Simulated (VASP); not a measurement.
Here is a VASP 6.6.1 calculation.

Contents of INCAR:

```
SYSTEM = Pd
  ALGO = Fast
  EDIFF = 1E-7
  ENCUT = 520
  GGA = PE
  ISIF = 2
  ISMEAR = 0
  LASPH = .True.
  LCHARG = .False.
  LREAL = .False.
  LWAVE = .False.
  NBANDS = 11
  NELM = 80
  PREC = Accurate
  SIGMA = 0.028000000000000004
```

KPOINTS

```
k-points
0
Gamma
  12 12 12
  0 0 0
```

The input POSCAR:

```
Pd
1.0
    0.0000000000      1.9465000000      1.9465000000
    1.9465000000      0.0000000000      1.9465000000
    1.9465000000      1.9465000000      0.0000000000
Pd
1
Direct
    0.0000000000      0.0000000000      0.0000000000
```

Potentials or basis: VASP PAW PBE potentials, release 64 (Pd).

Command:

```sh
$ cat potpaw_PBE.64/Pd/POTCAR > POTCAR
$ mpirun -np 1 vasp_std > vasp.out
```

(1) What does it give for the band gap on the k mesh?

(2) Estimate the pressure.

Results:

(1) zero (band 5 reaches 10.06 eV, above the bottom of band 6 at 8.48 eV).

(2) 6.5 GPa.
